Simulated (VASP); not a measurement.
Input of a VASP 6.6.1 run:

File INCAR:

```
  ALGO = Normal
  EDIFF = 1E-6
  ENCUT = 520
  ISIF = 2
  ISMEAR = 0
  LASPH = T
  LCHARG = F
  LREAL = F
  LWAVE = F
  NBANDS = 25
  NELM = 100
  PREC = Accurate
  SIGMA = 0.05
```

File KPOINTS:

```
k-points
0
Gamma
  6 6 10
```

Contents of POSCAR:

```
SiO2
1.0
    4.0984222249      0.0000000000      0.0000000000
    0.0000000000      4.0984222249      0.0000000000
    0.0000000000      0.0000000000      2.8229932285
Si O
2 4
Direct
    0.5000000000      0.5000000000      0.5000000000
    0.0000000000      0.0000000000      0.0000000000
    0.6944252994      0.6944252994      0.0000000000
    0.1944252994      0.8055747006      0.5000000000
    0.3055747006      0.3055747006      0.0000000000
    0.8055747006      0.1944252994      0.5000000000
```

Potentials or basis: VASP PAW LDA potentials, release 64 (Si, O).

The run is started by

```bash
$ cat potpaw_LDA.64/Si/POTCAR potpaw_LDA.64/O/POTCAR > POTCAR
$ mpirun -np 1 vasp_std > vasp.out
```

(1) What does it give for the largest force?

(2) What does it give for the pressure?

(3) Estimate the band gap on the k mesh.

Results:

(1) 0.264 eV/Å.

(2) -10.9 GPa.

(3) 4.96 eV, direct.
